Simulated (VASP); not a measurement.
Input of a VASP 6.6.1 run:

POSCAR

```
CdSe
1.0
    3.0974465290      3.0974465290      0.0000000000
   -3.0974465290      3.0974465290      0.0000000000
    0.0000000000      3.0974465290      3.0221821635
Cd Se
1 1
Direct
    0.0000000000      0.0000000000      0.0000000000
    0.7500000000      0.2500000000      0.5000000000
```

File INCAR.step1:

```
ALGO = Normal ; EDIFF = 1E-4
ENCUT = 520 ; GGA = PE
ISMEAR = 0 ; LASPH = T
LCHARG = F ; LREAL = F
LWAVE = T ; NBANDS = 16
NELM = 60 ; PREC = Accurate
SIGMA = 0.01
```

The input INCAR.step2:

```
ALGO = Normal ; EDIFF = 1E-6
ENCUT = 520 ; ISIF = 2
ISMEAR = 0 ; ISTART = 1
LASPH = T ; LCHARG = F
LMIXTAU = T ; LREAL = F
LWAVE = F ; METAGGA = R2SCAN
NBANDS = 16 ; NELM = 60
PREC = Accurate ; SIGMA = 0.01
```

KPOINTS

```
k-points
0
Gamma
  6 6 6
```

Potentials or basis: VASP PAW PBE potentials, release 64 (Cd, Se).

The run is started by

```console
$ cat potpaw_PBE.64/Cd/POTCAR potpaw_PBE.64/Se/POTCAR > POTCAR
$ cp INCAR.step1 INCAR
$ mpirun -np 1 vasp_std > vasp.out
$ cp INCAR.step2 INCAR
$ mpirun -np 1 vasp_std > vasp.out
```

(1) What does it give for the pressure?

(2) What does it give for the band gap on the k mesh?

Answers

(1) 0.0 GPa.

(2) 0.97 eV.

Caveat: the cell differs from its parent crystal (film at in-plane strain +0.01); the PAW data sets were made with another functional, which shifts forces and pressure a little.
